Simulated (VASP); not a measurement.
## B3N: single point with PBE

B3N:

```
CELL_PARAMETERS angstrom
1.27763 -11.40971 0.00000
1.27763 11.40971 0.00000
0.00000 0.00000 2.55518
ATOMIC_POSITIONS crystal
B 0.28004 0.71996 0.25000
B 0.71996 0.28004 0.75000
B 0.53378 0.46622 0.25000
B 0.46622 0.53378 0.75000
B 0.03380 0.96620 0.75000
B 0.96620 0.03380 0.25000
N 0.21250 0.78750 0.25000
N 0.78750 0.21250 0.75000
```

* Program: VASP 6.6.1
* Task: single point
* Functional: PBE
* Potentials or basis: VASP PAW PBE potentials, release 64 (B, N)
* Cutoff: 520 eV
* k mesh: 14 × 14 × 14
* Occupations: gaussian, width 0.1 eV
* Spin: no spin polarisation
* Dipole correction: no
* Further INCAR settings: ALGO = Normal; EDIFF = 1e-07; NBANDS = 24

```json
{"Pressure": "0.1 GPa", "Largest force": "0.061 eV/Å", "Band gap on the k mesh": "zero (bands 14 and 15 overlap by 2.95 eV)"}
```

Forces in eV/Å, atoms in the order of the input:
```
B    0.000 -0.061  0.000
B    0.000  0.061  0.000
B    0.000 -0.003  0.000
B    0.000  0.003  0.000
B    0.000 -0.004  0.000
B    0.000  0.004  0.000
N    0.000  0.030  0.000
N    0.000 -0.030  0.000
```

Stress tensor (GPa, compression positive):
```
-0.01  0.00  0.00
 0.00  0.21  0.00
 0.00  0.00  0.01
```

Levels at points of the mesh, in eV from the Fermi level:
```csv
k point,band 12,band 13,band 14,band 15,band 16,band 17
"(0.00, 0.00, 0.00)",-1.12,-1.12,1.99,1.99,3.17,3.94
"(0.50, 0.00, 0.00)",-0.95,-0.66,-0.64,2.07,2.07,4.75
"(0.50, 0.50, 0.00)",-1.12,-1.12,1.99,1.99,3.25,4.45
"(0.00, 0.00, 0.50)",-0.95,-0.64,-0.64,2.07,2.07,4.77
"(0.50, 0.00, 0.50)",-3.96,-0.97,-0.97,-0.97,-0.97,0.29
"(0.50, 0.50, 0.50)",-0.95,-0.65,-0.65,2.07,2.07,4.79
```

Wall time 26 min on 1 thread of Intel(R) Xeon(R) 6975P-C (Granite Rapids) (shared host), peak memory 0.85 GiB.
